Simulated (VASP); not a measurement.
## Li: single point with PBEsol

Crystal: Li.

```xyz
1
Lattice="-1.7149 1.7149 1.7149 1.7149 -1.7149 1.7149 1.7149 1.7149 -1.7149" Properties=species:S:1:pos:R:3 pbc="T T T"
Li    0.0000    0.0000    0.0000
```

```yaml
Program: VASP 6.6.1
Task: single point
Functional: PBEsol
Potentials_or_basis: VASP PAW PBE potentials, release 64 (Li_sv)
Cutoff: 520 eV
k_mesh: 9 × 9 × 9
Occupations: gaussian, width 0.05 eV
Spin: no spin polarisation
```

* Band gap on the k mesh: zero (an odd number of electrons rules out a gap without spin polarisation)

Levels at points of the mesh, in eV from the Fermi level:
| k point | band 1 | band 2 | band 3 | band 4 | band 5 | band 6 | band 7 |
| --- | --- | --- | --- | --- | --- | --- | --- |
| (0.00, 0.00, 0.00) | -45.86 | -3.52 | 14.72 | 14.72 | 14.72 | 19.46 | 19.46 |

Wall time 2.8 s on 1 thread of Intel(R) Xeon(R) Platinum 8488C (Sapphire Rapids) (shared host), peak memory 0.13 GiB.
